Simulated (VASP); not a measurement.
# Zn3O (P-62m) in VASP: single point with PBE

Aim: the single point of Zn3O with PBE.

Everything below comes from runs of VASP 6.6.1. Logs are shortened: lines on timing, memory, paths and dates and some standing lists are left out, and cuts for length are marked.

## Step 1: The cell of the first run

Symmetry: P-62m, No. 189, hexagonal system. The conventional cell has a = 4.937 Å, b = 4.937 Å, c = 3.409 Å, α = 90.00°, β = 90.00°, γ = 120.00°. Zn (site symmetry m2m) has 1 O at 1.90 Å within 2.5 Å. Within 2.5 Å of O (site symmetry -62m) lie 3 Zn at 1.90 Å.

## Step 2: Single point, PBE

The input, INCAR:

```
SYSTEM = Zn3O
  ALGO = Normal
  EDIFF = 1E-7
  ENCUT = 520
  GGA = PE
  ISIF = 2
  ISMEAR = 0
  LASPH = .TRUE.
  LCHARG = .FALSE.
  LREAL = .FALSE.
  LWAVE = .FALSE.
  NBANDS = 29
  NELM = 100
  PREC = Accurate
  SIGMA = 0.2
```

The input, KPOINTS:

```
k-points
0
G
  6 6 4
  0 0 0
```

The input, POSCAR:

```
Zn3O
1.0
    4.9374367646      0.0000000038      0.0000000000
   -2.4687183856      4.2759456658      0.0000000000
    0.0000000000      0.0000000000      3.4094871781
Zn O
3 1
Direct
    0.6152939265      0.0000000000      0.5000000000
    0.0000000000      0.6152939265      0.5000000000
    0.3847060735      0.3847060735      0.5000000000
    0.0000000000      0.0000000000      0.5000000000
```

Potentials or basis: VASP PAW PBE potentials, release 64 (Zn, O).

On the command line:

```sh
$ cat potpaw_PBE.64/Zn/POTCAR potpaw_PBE.64/O/POTCAR > POTCAR
$ mpirun -np 1 vasp_std > vasp.out
```

OUTCAR:

```text
SYSTEM = Zn3O
   EDIFF = 1E-7
   ENCUT = 520
   GGA = PE
   ISIF = 2
   ISMEAR = 0
   LASPH = .TRUE.
   LREAL = .FALSE.
   NELM = 100
   PREC = Accurate

 ion  position               nearest neighbor table
   1  0.615  0.000  0.500-   4 1.90   2 2.66   3 2.66   2 2.66   3 2.66
   2  0.000  0.615  0.500-   4 1.90   1 2.66   1 2.66   3 2.66   3 2.66
   3  0.385  0.385  0.500-   4 1.90   1 2.66   2 2.66   1 2.66   2 2.66
   4  0.000  0.000  0.500-   3 1.90   2 1.90   1 1.90

  LATTYP: Found a hexagonal cell.
 ALAT       =     4.9374367646
 C/A-ratio  =     0.6905378926

  Lattice vectors:

 A1 = (   4.9374367646,   0.0000000038,   0.0000000000)
 A2 = (  -2.4687183856,   4.2759456658,   0.0000000000)
 A3 = (   0.0000000000,   0.0000000000,   3.4094871781)

Analysis of symmetry for initial positions (statically):
=====================================================================
 Subroutine PRICEL returns:
 Original cell was already a primitive cell.

 Routine SETGRP: Setting up the symmetry group for a
 hexagonal supercell.

 Subroutine GETGRP returns: Found 12 space group operations
 (whereof 12 operations were pure point group operations)
 out of a pool of 24 trial point group operations.

The static configuration has the point symmetry D_3h.

Analysis of symmetry for dynamics (positions and initial velocities):
=====================================================================
 Subroutine PRICEL returns:
 Original cell was already a primitive cell.

 Routine SETGRP: Setting up the symmetry group for a
 hexagonal supercell.

 Subroutine GETGRP returns: Found 12 space group operations
 (whereof 12 operations were pure point group operations)
 out of a pool of 24 trial point group operations.

The dynamic configuration has the point symmetry D_3h.

 Subroutine INISYM returns: Found 12 space group operations
 (whereof 12 operations are pure point group operations),
 and found     1 'primitive' translations

----------------------------------------------------------------------------------------

                                     Primitive cell

  volume of cell :      71.9818

  direct lattice vectors                    reciprocal lattice vectors
     4.937436765  0.000000004  0.000000000     0.202534239  0.116933198  0.000000000
    -2.468718386  4.275945666  0.000000000    -0.000000000  0.233866395  0.000000000
     0.000000000  0.000000000  3.409487178     0.000000000  0.000000000  0.293299241

[... 82 lines left out ...]
   NELM   =    100;   NELMIN=  2; NELMDL= -5     # of ELM steps
   EDIFF  = 0.1E-06   stopping-criterion for ELM
   LREAL  =      F    real-space projection
   EDIFFG = 0.1E-05   stopping-criterion for IOM
   NSW    =      0    number of steps for IOM
   IBRION =     -1    ionic relax: 0-MD 1-quasi-New 2-CG
   NFREE  =      0    steps in history (QN), initial steepest desc. (CG)
   ISIF   =      2    stress and relaxation
   ISYM   =      2    0-nonsym 1-usesym 2-fastsym
   POTIM  = 0.5000    time-step for ionic-motion
   TEBEG  =    0.0;   TEEND  =   0.0 temperature during run
   PSTRESS=    0.0 pullay stress
   NELECT =      42.0000    total number of electrons
   NUPDOWN=      -1.0000    fix difference up-down
   EMIN   =  10.00;   EMAX   =-10.00  energy-range for DOS
   EFERMI =   0.00;   METHOD = LEGACY
   ISMEAR =     0;   SIGMA  =   0.20  broadening in eV -4-tet -1-fermi 0-gaus
   EFERMI_NEDOS =   21; number of points for ismear=-14 and -15
   IALGO  =     38    algorithm
   IMIX   =      4    mixing-type and parameters
     AMIX     =   0.40;   BMIX     =  1.00
     AMIX_MAG =   1.60;   BMIX_MAG =  1.00
  volume/ion in A,a.u.               =      18.00       121.44
  Fermi-wavevector in a.u.,A,eV,Ry     =   1.367992  2.585131 25.461984  1.871403
  Thomas-Fermi vector in A             =   2.493996
   LORBIT       =      0    0 simple, 1 ext, 2 COOP (PROOUT), +10 PAW based schemes
   GGA     = PE    functional components
   LHFCALC =     F    Hartree Fock is set to
   AEXX    =    0.0000 exact exchange contribution
   IVDW    =     0    specifies the selected vdW correction
   LEPSILON=     F    determine dielectric tensor
   LRPA    =     F    only Hartree local field effects (RPA)
 non-spin polarized calculation
 Gauss-broadening in eV      SIGMA  =   0.20
  energy-cutoff  :      520.00
  volume of cell :       71.98
 maximum number of plane-waves:      1954
 NGX is ok and might be reduce to    40
   NGX = 19   NGY = 19   NGZ = 13

 number of electron      41.9999966 magnetization

 Free energy of the ion-electron system (eV)
  ---------------------------------------------------
  ext. energy  EPLUGINS =         0.00000000
  ---------------------------------------------------
  free energy    TOTEN  =        -9.52122257 eV

  energy without entropy =       -9.49669949  energy(sigma->0) =       -9.50896103

 E-fermi :   0.9143     XC(G=0):  -9.6972

 val. band max:        0.8656250805   @ k =   0.5000   0.0000   0.5000
 cond. band min:       0.9435983936   @ k =   0.3333  -0.0000   0.5000
 fundamental gap:      0.0779733130
 Fermi energy:         0.9142995771

 k-point     1 :       0.0000    0.0000    0.0000
  band No.  band energies     occupation
      1     -17.4329      2.00000
      2      -6.5694      2.00000
      3      -6.3487      2.00000
      4      -6.3487      2.00000
      5      -5.9701      2.00000
      6      -5.9173      2.00000
[... 661 lines left out ...]
     28      11.0346      0.00000
     29      11.0346      0.00000

------------------------ aborting loop because EDIFF is reached ----------------------------------------

  FORCE on cell =-STRESS in cart. coord.  units (eV):
  Direction    XX          YY          ZZ          XY          YZ          ZX
  --------------------------------------------------------------------------------------
  -------------------------------------------------------------------------------------
  Total        0.3940112      0.3940112      0.2368640     -0.0000000      0.0000000     -0.0000000
  in kB        8.7699352      8.7699352      5.2721391     -0.0000000      0.0000000     -0.0000000
  external PRESSURE =       7.6040032 kB  Pullay stress =       0.0000000 kB

 VOLUME and BASIS-vectors are now :
 -----------------------------------------------------------------------------
  energy-cutoff  :      520.00
  volume of cell :       71.98
      direct lattice vectors                 reciprocal lattice vectors
     4.937436765  0.000000004  0.000000000     0.202534239  0.116933198  0.000000000
    -2.468718386  4.275945666  0.000000000    -0.000000000  0.233866395  0.000000000
     0.000000000  0.000000000  3.409487178     0.000000000  0.000000000  0.293299241

 POSITION                                       TOTAL-FORCE (eV/Angst)
 -----------------------------------------------------------------------------------
      3.03797      0.00000      1.70474        -0.108972     -0.000000     -0.000000
     -1.51899      2.63096      1.70474         0.054486     -0.094372     -0.000000
      0.94973      1.64498      1.70474         0.054486      0.094372      0.000000
      0.00000      0.00000      1.70474        -0.000000      0.000000     -0.000000
 -----------------------------------------------------------------------------------
    total drift:                               -0.000017     -0.000030      0.000004

  FREE ENERGIE OF THE ION-ELECTRON SYSTEM (eV)
  ---------------------------------------------------
  free  energy   TOTEN  =        -9.5212225651 eV

  energy  without entropy=       -9.4966994870  energy(sigma->0) =       -9.50896103
```

OSZICAR:

```text
N       E                     dE             d eps       ncg     rms          rms(c)
DAV:   1     0.304685482779E+03    0.30469E+03   -0.20922E+04  1218   0.205E+03
DAV:   2     0.218858046451E+02   -0.28280E+03   -0.26916E+03  1260   0.401E+02
DAV:   3    -0.114306392260E+02   -0.33316E+02   -0.32911E+02  1363   0.135E+02
DAV:   4    -0.122600838456E+02   -0.82944E+00   -0.82843E+00  1338   0.219E+01
DAV:   5    -0.122643849140E+02   -0.43011E-02   -0.43008E-02  1356   0.146E+00    0.110E+01
DAV:   6    -0.952173336602E+01    0.27427E+01   -0.98219E+00  1876   0.507E+01    0.625E+00
DAV:   7    -0.957068254198E+01   -0.48949E-01   -0.25191E+00  1241   0.119E+01    0.387E+00
DAV:   8    -0.955844480528E+01    0.12238E-01   -0.73202E-01  1289   0.506E+00    0.148E+00
DAV:   9    -0.951926082557E+01    0.39184E-01   -0.19531E-01  1674   0.382E+00    0.294E-01
DAV:  10    -0.952114921484E+01   -0.18884E-02   -0.24469E-02  1258   0.104E+00    0.136E-01
DAV:  11    -0.952126747547E+01   -0.11826E-03   -0.80032E-04  1365   0.206E-01    0.692E-02
DAV:  12    -0.952122829969E+01    0.39176E-04   -0.18936E-04  1326   0.122E-01    0.220E-02
DAV:  13    -0.952122168014E+01    0.66195E-05   -0.69178E-05  1531   0.707E-02    0.636E-03
DAV:  14    -0.952122272703E+01   -0.10469E-05   -0.10839E-05  1451   0.237E-02    0.303E-03
DAV:  15    -0.952122251666E+01    0.21037E-06   -0.11908E-06  1314   0.906E-03    0.620E-04
DAV:  16    -0.952122256513E+01   -0.48467E-07   -0.22071E-07  1117   0.266E-03
   1 F= -.95212226E+01 E0= -.95089610E+01  d E =-.245231E-01
```

stdout:

```text
POSCAR found type information on POSCAR ZnO
 POSCAR found :  2 types and       4 ions
 scaLAPACK will be used
 LDA part: xc-table for (Slater+PW92), standard interpolation
 POSCAR, INCAR and KPOINTS ok, starting setup
 FFT: planning ... GRIDC
 FFT: planning ... GRID_SOFT
 FFT: planning ... GRID
 WAVECAR not read
 entering main loop
```

It took 48 s on 1 thread of Intel Xeon Platinum 8259CL at 2.50GHz (Skylake/Cascade Lake), shared host; peak memory 0.2 GiB.

Results:

```yaml
Free_energy: -9.5212 eV
Pressure: 0.8 GPa
Largest_force: 0.109 eV/Å
Band_gap_on_the_k_mesh: zero (band 21 reaches 2.02 eV, above the bottom of band 22 at 0.81 eV)
```

Forces in eV/Å, atoms in the order of the input:
```
Zn  -0.109  0.000  0.000
Zn   0.054 -0.094  0.000
Zn   0.054  0.094  0.000
O    0.000  0.000  0.000
```

Stress tensor (GPa, compression positive):
```
0.88 0.00 0.00
0.00 0.88 0.00
0.00 0.00 0.53
```

Caveat: the k points lie up to 0.46 Å⁻¹ apart.
